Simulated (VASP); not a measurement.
# Cr (P6_3/mmc) in VASP: relaxation of cell and atoms with PBEsol

Aim: the relaxation of cell and atoms of Cr with PBEsol.

Program: VASP 6.6.1. These are calculated values, not measurements. Logs are shortened: lines on timing, memory, paths and dates and some standing lists are left out, and cuts for length are marked.

**1. The cell of the first run**

The structure is hexagonal, space group P6_3/mmc (No. 194). The conventional cell has a = 3.764 Å, b = 3.764 Å, c = 4.328 Å, α = 90.00°, β = 90.00°, γ = 120.00°. Cr (site symmetry -6m2) has 5 Cr at 2.16 to 2.17 Å within 2.9 Å. Within 2.9 Å of Cr (site symmetry -6m2) lie 3 Cr at 2.17 Å.

This isn't the form of Cr at room conditions, which is bcc.

**2. Relaxation of cell and atoms, PBEsol**

The input, INCAR:

```
ALGO = Normal ; EDIFF = 1E-6
EDIFFG = -0.01 ; ENCUT = 600
GGA = PS ; IBRION = 2
ISIF = 3 ; ISMEAR = 0
LASPH = T ; LCHARG = F
LREAL = F ; LWAVE = F
NELM = 100 ; NSW = 100
PREC = Accurate ; SIGMA = 0.1
```

The input, KPOINTS:

```
k-points
0
Gamma
  15 15 12
```

The input, POSCAR:

```
Cr
1.0
    3.7639006887      0.0000000000      0.0000000000
   -1.8819503443      3.2596336137      0.0000000000
    0.0000000000      0.0000000000      4.3281395597
Cr
4
Direct
    0.0000000000      0.0000000000      0.2500000000
    0.0000000000      0.0000000000      0.7500000000
    0.3333333333      0.6666666667      0.7500000000
    0.6666666667      0.3333333333      0.2500000000
```

Potentials or basis: VASP PAW PBE potentials, release 64 (Cr_pv).

Run with:

```sh
cat potpaw_PBE.64/Cr_pv/POTCAR > POTCAR
mpirun -np 1 vasp_std > vasp.out
```

OUTCAR:

```text
EDIFF = 1E-6
   EDIFFG = -0.01
   ENCUT = 600
   GGA = PS
   IBRION = 2
   ISIF = 3
   ISMEAR = 0
   LASPH = T
   LREAL = F
   NELM = 100
   NSW = 100
   PREC = Accurate

 ion  position               nearest neighbor table
   1  0.000  0.000  0.250-   2 2.16   2 2.16   4 2.17   4 2.17   4 2.17   3 3.07   3 3.07   3 3.07
                             3 3.07   3 3.07   3 3.07
   2  0.000  0.000  0.750-   1 2.16   1 2.16   3 2.17   3 2.17   3 2.17   4 3.07   4 3.07   4 3.07
                             4 3.07   4 3.07   4 3.07
   3  0.333  0.667  0.750-   2 2.17   2 2.17   2 2.17   4 3.07   4 3.07   1 3.07   1 3.07   4 3.07
                             4 3.07   1 3.07   1 3.07   1 3.07   1 3.07   4 3.07   4 3.07
   4  0.667  0.333  0.250-   1 2.17   1 2.17   1 2.17   3 3.07   3 3.07   2 3.07   2 3.07   3 3.07
                             3 3.07   2 3.07   2 3.07   2 3.07   2 3.07   3 3.07   3 3.07

  LATTYP: Found a hexagonal cell.
 ALAT       =     3.7639006887
 C/A-ratio  =     1.1499080124

  Lattice vectors:

 A1 = (   3.7639006887,   0.0000000000,   0.0000000000)
 A2 = (  -1.8819503443,   3.2596336137,   0.0000000000)
 A3 = (   0.0000000000,   0.0000000000,   4.3281395597)

Analysis of symmetry for initial positions (statically):
=====================================================================
 Subroutine PRICEL returns:
 Original cell was already a primitive cell.

 Routine SETGRP: Setting up the symmetry group for a
 hexagonal supercell.

 Subroutine GETGRP returns: Found 24 space group operations
 (whereof 12 operations were pure point group operations)
 out of a pool of 24 trial point group operations.

The static configuration has the point symmetry D_3d.
 The point group associated with its full space group is D_6h.

Analysis of symmetry for dynamics (positions and initial velocities):
=====================================================================
 Subroutine PRICEL returns:
 Original cell was already a primitive cell.

 Routine SETGRP: Setting up the symmetry group for a
 hexagonal supercell.

 Subroutine GETGRP returns: Found 24 space group operations
 (whereof 12 operations were pure point group operations)
 out of a pool of 24 trial point group operations.

The dynamic configuration has the point symmetry D_3d.
 The point group associated with its full space group is D_6h.

 Subroutine INISYM returns: Found 24 space group operations
 (whereof 12 operations are pure point group operations),
 and found     1 'primitive' translations

----------------------------------------------------------------------------------------

                                     Primitive cell

  volume of cell :      53.1017

  direct lattice vectors                    reciprocal lattice vectors
     3.763900689  0.000000000  0.000000000     0.265681824  0.153391473  0.000000000
    -1.881950344  3.259633614  0.000000000     0.000000000  0.306782945  0.000000000
     0.000000000  0.000000000  4.328139560     0.000000000  0.000000000  0.231046154

  length of vectors
     3.763900689  3.763900689  4.328139560     0.306782945  0.306782945  0.231046154

  position of ions in fractional coordinates (direct lattice)
     0.000000000  0.000000000  0.250000000
     0.000000000  0.000000000  0.750000000
     0.333333333  0.666666667  0.750000000
     0.666666667  0.333333333  0.250000000

  ion indices of the primitive-cell ions
   primitive index   ion index
                 1           1
                 2           2
                 3           3
                 4           4

----------------------------------------------------------------------------------------

 KPOINTS: k-points

Automatic generation of k-mesh.
 Grid dimensions read from file:
 generate k-points for:   15   15   12

 Generating k-lattice:

  Cartesian coordinates                     Fractional coordinates (reciprocal lattice)
     0.017712122  0.010226098  0.000000000     0.066666667  0.000000000  0.000000000
     0.000000000  0.020452196  0.000000000     0.000000000  0.066666667  0.000000000
     0.000000000  0.000000000  0.019253846     0.000000000  0.000000000  0.083333333

  Length of vectors
     0.020452196  0.020452196  0.019253846

  Shift w.r.t. Gamma in fractional coordinates (k-lattice)
     0.000000000  0.000000000  0.000000000

 Subroutine IBZKPT returns following result:
 ===========================================

 Found    189 irreducible k-points:

 Following reciprocal coordinates:
            Coordinates               Weight
  0.000000  0.000000  0.000000      1.000000
  0.066667  0.000000  0.000000      6.000000
  0.133333  0.000000  0.000000      6.000000
  0.200000 -0.000000  0.000000      6.000000
  0.266667  0.000000  0.000000      6.000000
  0.333333  0.000000  0.000000      6.000000
[... 16 lines left out ...]
  0.333333  0.200000  0.000000     12.000000
  0.400000  0.200000  0.000000      6.000000
 [... further k-points ...]
   k-points           NKPTS =    189   k-points in BZ     NKDIM =    189   number of bands    NBANDS=     28
   number of dos      NEDOS =    301   number of ions     NIONS =      4
   total plane-waves  NPLWV =  32400
   dimension x,y,z NGX =    30 NGY =   30 NGZ =   36
   dimension x,y,z NGXF=    60 NGYF=   60 NGZF=   72
   ions per type =               4
   NGX,Y,Z   is equivalent  to a cutoff of  13.25, 13.25, 13.83 a.u.
   NGXF,Y,Z  is equivalent  to a cutoff of  26.50, 26.50, 27.66 a.u.
 SYSTEM =  unknown system
   PREC   = accura    normal or accurate (medium, high low for compatibility)
   ISTART =      0    job   : 0-new  1-cont  2-samecut
   ICHARG =      2    charge: 1-file 2-atom 10-const
   ISPIN  =      1    spin polarized calculation?
   LNONCOLLINEAR =      F non collinear calculations
   LSORBIT =      F    spin-orbit coupling
   LASPH  =      T    aspherical Exc in radial PAW
   ENCUT  =  600.0 eV  44.10 Ry    6.64 a.u.   7.52  7.52  8.64*2*pi/ulx,y,z
   NELM   =    100;   NELMIN=  2; NELMDL= -5     # of ELM steps
   EDIFF  = 0.1E-05   stopping-criterion for ELM
   LREAL  =      F    real-space projection
   EDIFFG = -.1E-01   stopping-criterion for IOM
   NSW    =    100    number of steps for IOM
   IBRION =      2    ionic relax: 0-MD 1-quasi-New 2-CG
   NFREE  =      1    steps in history (QN), initial steepest desc. (CG)
   ISIF   =      3    stress and relaxation
   ISYM   =      2    0-nonsym 1-usesym 2-fastsym
   POTIM  = 0.5000    time-step for ionic-motion
   TEBEG  =    0.0;   TEEND  =   0.0 temperature during run
   PSTRESS=    0.0 pullay stress
   NELECT =      48.0000    total number of electrons
   NUPDOWN=      -1.0000    fix difference up-down
   EMIN   =  10.00;   EMAX   =-10.00  energy-range for DOS
   EFERMI =   0.00;   METHOD = LEGACY
   ISMEAR =     0;   SIGMA  =   0.10  broadening in eV -4-tet -1-fermi 0-gaus
   EFERMI_NEDOS =   21; number of points for ismear=-14 and -15
   IALGO  =     38    algorithm
   IMIX   =      4    mixing-type and parameters
     AMIX     =   0.40;   BMIX     =  1.00
     AMIX_MAG =   1.60;   BMIX_MAG =  1.00
  volume/ion in A,a.u.               =      13.28        89.59
  Fermi-wavevector in a.u.,A,eV,Ry     =   1.582896  2.991241 34.090230  2.505561
  Thomas-Fermi vector in A             =   2.682750
   LORBIT       =      0    0 simple, 1 ext, 2 COOP (PROOUT), +10 PAW based schemes
   GGA     = PS    functional components
   LHFCALC =     F    Hartree Fock is set to
   AEXX    =    0.0000 exact exchange contribution
   IVDW    =     0    specifies the selected vdW correction
   LEPSILON=     F    determine dielectric tensor
   LRPA    =     F    only Hartree local field effects (RPA)
 conjugate gradient relaxation of ions
 non-spin polarized calculation
 Gauss-broadening in eV      SIGMA  =   0.10
  energy-cutoff  :      600.00
  volume of cell :       53.10
 maximum number of plane-waves:      1811
 NGX is ok and might be reduce to    30
   NGX = 15   NGY = 15   NGZ = 17

--------------------------------------- Ionic step        1  -------------------------------------------

 number of electron      47.9999987 magnetization

 Free energy of the ion-electron system (eV)
  ---------------------------------------------------
  ext. energy  EPLUGINS =         0.00000000
  ---------------------------------------------------
  free energy    TOTEN  =       -36.57008025 eV

  energy without entropy =      -36.55541212  energy(sigma->0) =      -36.56274618

------------------------ aborting loop because EDIFF is reached ----------------------------------------

  FORCE on cell =-STRESS in cart. coord.  units (eV):
  Direction    XX          YY          ZZ          XY          YZ          ZX
  --------------------------------------------------------------------------------------
  -------------------------------------------------------------------------------------
  Total        0.3447336      0.3447336     -0.3795703      0.0000000     -0.0000000      0.0000000
  in kB       10.4012597     10.4012597    -11.4523488      0.0000000     -0.0000000      0.0000000
  external PRESSURE =       3.1167236 kB  Pullay stress =       0.0000000 kB
[... 137 lines left out ...]
  energy  without entropy=      -36.5579119067  energy(sigma->0) =      -36.56511575

--------------------------------------- Ionic step        5  -------------------------------------------

 number of electron      47.9999996 magnetization

 Free energy of the ion-electron system (eV)
  ---------------------------------------------------
  ext. energy  EPLUGINS =         0.00000000
  ---------------------------------------------------
  free energy    TOTEN  =       -36.57243622 eV

  energy without entropy =      -36.55801484  energy(sigma->0) =      -36.56522553

 E-fermi :   8.5960     XC(G=0): -12.7999

 val. band max:        8.5955216593   @ k =   0.2000   0.1333   0.0833
 cond. band min:       8.6025388431   @ k =   0.0667   0.0000   0.0000
 fundamental gap:      0.0070171837
 Fermi energy:         8.5960125742

 k-point     1 :       0.0000    0.0000    0.0000
  band No.  band energies     occupation
      1     -34.9292      2.00000
      2     -34.4222      2.00000
      3     -34.4222      2.00000
      4     -34.3056      2.00000
      5     -34.3056      2.00000
      6     -34.0427      2.00000
[... 733 lines left out ...]
     27       9.9486      0.00000
     28      10.5726      0.00000

 [... further k-points ...]
[... 5 lines left out ...]
  --------------------------------------------------------------------------------------
  -------------------------------------------------------------------------------------
  Total        0.0194423      0.0194423      0.0090583      0.0000000      0.0000000      0.0000000
  in kB        0.5858186      0.5858186      0.2729382      0.0000000      0.0000000      0.0000000
  external PRESSURE =       0.4815251 kB  Pullay stress =       0.0000000 kB
[... 19 lines left out ...]
  FREE ENERGIE OF THE ION-ELECTRON SYSTEM (eV)
  ---------------------------------------------------
  free  energy   TOTEN  =       -36.5724362176 eV

  energy  without entropy=      -36.5580148362  energy(sigma->0) =      -36.56522553

 reached required accuracy - stopping structural energy minimisation
```

It took 9.8 min on 1 thread of AMD EPYC 9R45 (Zen 5), shared host; peak memory 0.34 GiB.

Results:

```yaml
Free_energy: -36.5724 eV
Relaxed_volume: 13.29 Å³/atom
Relaxed_cell: a = 3.777 Å, b = 3.777 Å, c = 4.303 Å, α = 90.00°, β = 90.00°, γ = 120.00°
Space_group_after_relaxing_to_0.1_Å: P6_3/mmc (No. 194)
Energy_gained_by_relaxing: 0.6 meV/atom
Ionic_steps: 5
Pressure_after_relaxing: 0.0 GPa
Band_gap_on_the_k_mesh: zero (bands 24 and 25 overlap by 0.48 eV)
```

The path:
| step | energy change (eV) | largest force (eV/Å) | pressure (GPa) | volume (Å³) |
| --- | --- | --- | --- | --- |
| 1 | 0.0000 | 0.0000 | 0.31 | 53.10 |
| 2 | -0.0022 | 0.0000 | -0.47 | 53.30 |
| 3 | -0.0022 | 0.0000 | -0.36 | 53.29 |
| 4 | -0.0022 | 0.0000 | 0.32 | 53.08 |
| 5 | -0.0024 | 0.0000 | 0.05 | 53.17 |

Final structure:
```
CELL_PARAMETERS angstrom
3.77723 0.00000 0.00000
-1.88862 3.27118 0.00000
0.00000 0.00000 4.30345
ATOMIC_POSITIONS crystal
Cr 0.00000 0.00000 0.25000
Cr 0.00000 0.00000 0.75000
Cr 0.33333 0.66667 0.75000
Cr 0.66667 0.33333 0.25000
```

Levels at points of the mesh, in eV from the Fermi level:
| k point | band 22 | band 23 | band 24 | band 25 | band 26 | band 27 |
| --- | --- | --- | --- | --- | --- | --- |
| (0.00, 0.00, 0.00) | -0.64 | -0.64 | 0.16 | 0.16 | 0.69 | 0.69 |
| (0.00, 0.00, 0.50) | -0.31 | -0.31 | -0.31 | 0.57 | 0.57 | 0.57 |

Caveat: the PAW data sets were made with another functional, which shifts forces and pressure a little; the run has no spin polarisation, though such a crystal can be magnetic.
